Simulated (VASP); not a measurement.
Wanted: the native input for a VASP 6.6.1 run.

```yaml
Task: single point
Functional: PBE
Potentials_or_basis: VASP PAW PBE potentials, release 64 (Hf_pv)
Cutoff: 520 eV
k_mesh: 18 × 18 × 18
Occupations: gaussian, width 0.15 eV
Spin: no spin polarisation
Dipole_correction: no
Further_INCAR_settings: ALGO = Normal; EDIFF = 1e-06; NBANDS = 11
```

The structure of Hf lies in POSCAR:

```
Hf
1.0
    0.0000000000      2.2200000000      2.3532000000
    2.2200000000      0.0000000000      2.3532000000
    2.2200000000      2.2200000000      0.0000000000
Hf
1
Direct
    0.0000000000      0.0000000000      0.0000000000
```

This cell differs from its parent crystal: strain +0.0600 x Voigt [0, 0, 1, 0, 0, 0].

One way to write it, as run:

INCAR

```
SYSTEM = Hf
  ALGO = Normal
  EDIFF = 1E-6
  ENCUT = 520
  GGA = PE
  ISIF = 2
  ISMEAR = 0
  LASPH = .True.
  LCHARG = .False.
  LREAL = .False.
  LWAVE = .False.
  NBANDS = 11
  NELM = 80
  PREC = Accurate
  SIGMA = 0.15
```

KPOINTS

```
k-points
0
Gamma
  18 18 18
  0 0 0
```

Potentials or basis: VASP PAW PBE potentials, release 64 (Hf_pv).

Run with:

```sh
$ cat potpaw_PBE.64/Hf_pv/POTCAR > POTCAR
$ mpirun -np 1 vasp_std > vasp.out
```

It gave:

The pressure is -3.1 GPa and the band gap on the k mesh is zero (bands 5 and 6 overlap by 1.78 eV).

Caveat: the cell differs from its parent crystal (strain +0.0600 x Voigt [0, 0, 1, 0, 0, 0]); the cell stands under tension; spin-orbit coupling is left out, which moves the levels of the heavy elements.

Wall time 100 s on 1 thread of Intel Xeon 8259CL (shared host), peak memory 0.24 GiB.
